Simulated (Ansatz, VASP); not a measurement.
## One calculation of V, two programs

```
V
1.0
    -1.51803    1.51803    1.51803
     1.51803   -1.51803    1.51803
     1.51803    1.51803   -1.51803
V
1
Direct
  0.00000 0.00000 0.00000
```

Change from the starting cell: volume scaled by 1.01, crystal datasets.

Alike in both runs: task electric field gradients; functional PBEsol; k mesh 19 × 19 × 19; occupations fermi-dirac, width 0.03 eV; collinear spin.

|  | VASP | Ansatz |
| --- | --- | --- |
| version | VASP 6.6.1 | Ansatz 0.2.0 |
| potentials or method | VASP PAW PBE potentials, release 64 (V_sv), cutoff 520 eV | all-electron PAW with datasets made for the crystal, scalar-relativistic |

```csv
,VASP,Ansatz,Ansatz less VASP
pressure (GPa),-13.1,-13.3,-0.21
net moment per atom (μB),0.00,0.00,0.000
```

VASP's potentials were made for PBE, not for PBEsol. Ansatz ran all-electron here, and VASP with PAW potentials. Ansatz's warnings: seeded moment not kept.
